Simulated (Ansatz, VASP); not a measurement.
**One calculation of ScV2WS2, two programs**

INCAR

```
ALGO = Normal
EDIFF = 1E-6
ENCUT = 520
GGA = PE
ISIF = 2
ISMEAR = 0
LASPH = True
LCHARG = True
LELF = True
LREAL = False
LVHAR = True
LWAVE = False
NBANDS = 75
NELM = 80
PREC = Accurate
SIGMA = 0.2
```

The input KPOINTS:

```
k-points
0
Gamma
  6 6 2
```

Contents of POSCAR:

```
ScV2WS2
1.0
    4.1198485050      0.0000000000      0.0000000000
   -2.0599242525      3.5678934651      0.0000000000
    0.0000000000      0.0000000000     12.2536376925
Sc V W S
2 4 2 4
Direct
    1.0000000000      0.0000000000      0.2500000000
    1.0000000000      1.0000000000      0.7500000000
    0.6666666667      0.3333333333      0.4248200328
    0.6666666667      0.3333333333      0.9248200328
    0.3333333333      0.6666666667      0.0751799672
    0.3333333333      0.6666666667      0.5751799672
    1.0000000000      0.0000000000      0.5000000000
    0.0000000000      0.0000000000      0.0000000000
    0.6666666667      0.3333333333      0.1269023012
    0.6666666667      0.3333333333      0.6269023012
    0.3333333333      0.6666666667      0.3730976988
    0.3333333333      0.6666666667      0.8730976988
```

Input for Ansatz:

```yaml
crystal:
  lattice:
    - [4.119848505, 0.0, 0.0]
    - [-2.0599242525, 3.5678934651, 0.0]
    - [0.0, 0.0, 12.2536376925]
  atoms:
    - { symbol: Sc, position: [1.0, 0.0, 0.25] }
    - { symbol: Sc, position: [1.0, 1.0, 0.75] }
    - { symbol: V, position: [0.6666666667, 0.3333333333, 0.4248200328] }
    - { symbol: V, position: [0.6666666667, 0.3333333333, 0.9248200328] }
    - { symbol: V, position: [0.3333333333, 0.6666666667, 0.0751799672] }
    - { symbol: V, position: [0.3333333333, 0.6666666667, 0.5751799672] }
    - { symbol: W, position: [1.0, 0.0, 0.5] }
    - { symbol: W, position: [0.0, 0.0, 0.0] }
    - { symbol: S, position: [0.6666666667, 0.3333333333, 0.1269023012] }
    - { symbol: S, position: [0.6666666667, 0.3333333333, 0.6269023012] }
    - { symbol: S, position: [0.3333333333, 0.6666666667, 0.3730976988] }
    - { symbol: S, position: [0.3333333333, 0.6666666667, 0.8730976988] }
basis:
  ecutwfc: 420
kpoints:
  mp_grid: { grid: [6, 6, 2] }
hamiltonian:
  xc: pbe
scf:
  occupations: { method: gaussian, width: 0.2 }
  lower_state_search: "off"
output:
  forces: true
  stress: true
  eigenvalues: true
```

Alike in both runs: task single point; functional PBE; k mesh 6 × 6 × 2; occupations gaussian, width 0.2 eV; no spin polarisation.

|  | VASP | Ansatz |
| --- | --- | --- |
| version | VASP 6.6.1 | Ansatz 0.2.0 |
| potentials or method | VASP PAW PBE potentials, release 64 (Sc_sv, V_sv, W_sv, S), cutoff 520 eV | scalar-relativistic, plane waves, PAW |
| valence electrons in the cell | 126 | 126 |

|  | VASP | Ansatz | Ansatz less VASP |
| --- | --- | --- | --- |
| gap on the k mesh at the Fermi level (eV) | none | none | - |
| pressure (GPa) | 0.5 | 0.2 | -0.33 |
| traceless stress, the component that is largest in VASP (GPa) | -0.19 | -0.08 | +0.111 |
| rms of the force components (eV/Å) | 0.009 | 0.008 | -0.0019 |

Atom by atom the forces differ by 0.005 eV/Å (rms over components). A gap of «none» marks a metal or a gap that the smearing closes.

Spin-orbit coupling is off throughout.
